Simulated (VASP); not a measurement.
SrFeO4: single point with PBE

The system is SrFeO4.

```xyz
6
Lattice="5.3197 0.0000 0.0000 -2.6598 4.6070 0.0000 0.0000 0.0000 2.8710" Properties=species:S:1:pos:R:3 pbc="T T T"
Sr    0.0000    0.0000    0.0000
Fe    0.0000    3.0713    0.0000
O     2.6598    1.5357    0.0000
O     0.0000    4.4301    1.4355
O    -1.1767    2.3920    1.4355
O     1.1767    2.3920    1.4355
```

```
Program                : VASP 6.6.1
Task                   : single point
Functional             : PBE
Potentials or basis    : VASP PAW PBE potentials, release 64 (Sr_sv, Fe, O)
Cutoff                 : 520 eV
k mesh                 : 6 × 6 × 4
Occupations            : gaussian, width 0.1 eV
Spin                   : collinear spin, ferromagnetic start
Starting moments       : [0.0, 4.0, 0.0, 0.0, 0.0, 0.0] μB
Dipole correction      : no
Further INCAR settings : ALGO = Normal; EDIFF = 1e-07; NBANDS = 34
```

- Pressure: 0.7 GPa
- Largest force: 0.100 eV/Å
- Net moment: 1.33 μB per cell
- Site moments: Sr +0.02; Fe +2.59; O -1.11, -0.04 μB
- Valence electrons inside the program's atomic spheres: Sr 7.97; Fe 7.14; O 4.67, 4.87

Forces on the atoms (eV/Å):
```
Sr   0.000  0.000  0.000
Fe   0.000  0.000  0.000
O    0.000  0.000  0.000
O    0.000  0.100  0.000
O   -0.087 -0.050  0.000
O    0.087 -0.050  0.000
```

Stress tensor (GPa, compression positive):
```
0.48 0.00 0.00
0.00 0.48 0.00
0.00 0.00 1.10
```

Levels at points of the mesh, in eV from the Fermi level:
Spin up:
```tsv
k point	band 20	band 21	band 22	band 23	band 24	band 25
(0.00, 0.00, 0.00)	-1.22	0.29	0.54	0.54	0.56	0.56
(0.50, 0.00, 0.00)	-1.37	-0.44	-0.06	0.54	0.94	1.01
(0.00, 0.00, 0.50)	-1.31	0.19	0.19	0.67	0.67	0.78
(0.50, 0.00, 0.50)	-1.72	-0.95	-0.16	0.16	0.73	1.79
```
Spin down:
```
           k point  band 18  band 19  band 20  band 21  band 22  band 23
(0.00, 0.00, 0.00)    -1.15    -0.69    -0.69    -0.33     0.39     0.76
(0.50, 0.00, 0.00)    -1.73    -1.50    -0.61    -0.11     0.17     0.96
(0.00, 0.00, 0.50)    -1.61    -1.21    -1.17     0.14     0.14     0.16
(0.50, 0.00, 0.50)    -1.71    -1.52    -0.89     0.01     0.16     0.18
```

Wall time 3.2 min on 1 thread of Intel Xeon 6975P-C, with other jobs on the host, peak memory 0.27 GiB.

Caveat: the k points lie up to 0.55 Å⁻¹ apart; a cell with one magnetic atom can't hold antiferromagnetic order, which such compounds often take; semilocal functionals often make such compounds metallic where correlation or magnetic order opens a gap, which also shifts bond lengths. With open d or f shells a metallic result of PBE can be an artefact of self-interaction; +U or a hybrid may open a gap.
